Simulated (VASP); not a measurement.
Input of a VASP 6.6.1 run:

The input INCAR:

```
ALGO     = Normal         # electronic algorithm
EDIFF    = 1E-8           # SCF threshold, eV
ENCUT    = 520            # plane-wave cutoff, eV
GGA      = CA             # functional
ISIF     = 2              # what is computed and relaxed
ISMEAR   = -1             # smearing method
LASPH    = True           # aspherical terms in the spheres
LCHARG   = False          # write CHGCAR
LEFG     = True         
LREAL    = False          # projectors in reciprocal space
LWAVE    = False          # write WAVECAR
NBANDS   = 23             # bands
NELM     = 100            # most SCF steps
PREC     = Accurate       # precision mode
SIGMA    = 0.08           # smearing width, eV
```

KPOINTS

```
k-points
0
Gamma
  9 9 9
```

The input POSCAR:

```
LiZn
1.0
    0.0000000000      3.1720154906      3.1720154906
    3.1720154906      0.0000000000      3.1720154906
    3.1720154906      3.1720154906      0.0000000000
Li Zn
2 2
Direct
    0.5000000000      0.5000000000      0.5000000000
    0.7500000000      0.7500000000      0.7500000000
    0.0000000000      0.0000000000      0.0000000000
    0.2500000000      0.2500000000      0.2500000000
```

Potentials or basis: VASP PAW LDA potentials, release 64 (Li_sv, Zn).

Command:

```sh
$ cat potpaw_LDA.64/Li_sv/POTCAR potpaw_LDA.64/Zn/POTCAR > POTCAR
$ mpirun -np 1 vasp_std > vasp.out
```

Question: Predict the band gap on the k mesh.

Answer: Zero (bands 15 and 16 overlap by 4.29 eV).
